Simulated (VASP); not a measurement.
A run of VASP 6.6.1 is set up as follows.

The input INCAR:

```
SYSTEM = Rb
PREC     = Accurate       ! precision mode
ENCUT    = 520            ! plane-wave cutoff, eV
EDIFF    = 1E-6           ! SCF threshold, eV
ISMEAR   = -1             ! smearing method
SIGMA    = 0.1            ! smearing width, eV
LREAL    = .False.        ! projectors in reciprocal space
LASPH    = .True.         ! aspherical terms in the spheres
NELM     = 80             ! most SCF steps
ALGO     = Normal         ! electronic algorithm
ISIF     = 2              ! what is computed and relaxed
LWAVE    = .False.        ! write WAVECAR
LCHARG   = .False.        ! write CHGCAR
NBANDS   = 16             ! bands
```

Contents of KPOINTS:

```
Automatic mesh
0
Gamma
  10 10 5
  0 0 0
```

File POSCAR:

```
Rb
1.0
   -3.2849890824      2.6928947651      2.4323363228
    2.6928947651     -3.2849890824      2.4323363228
    6.0428314473      6.0428314473     -3.5167581493
Rb
2
Direct
    0.9563079334      0.0436920666      1.0000000000
    0.7936920666      0.2063079334      0.5000000000
```

Potentials or basis: VASP PAW LDA potentials, release 64 (Rb_sv).

The run is started by

```sh
$ cat potpaw_LDA.64/Rb_sv/POTCAR > POTCAR
$ mpirun -np 1 vasp_std > vasp.out
```

(1) Predict the band gap on the k mesh.

(2) Predict the pressure.

Results:

(1) zero (bands 9 and 10 overlap by 2.08 eV).

(2) -0.1 GPa.
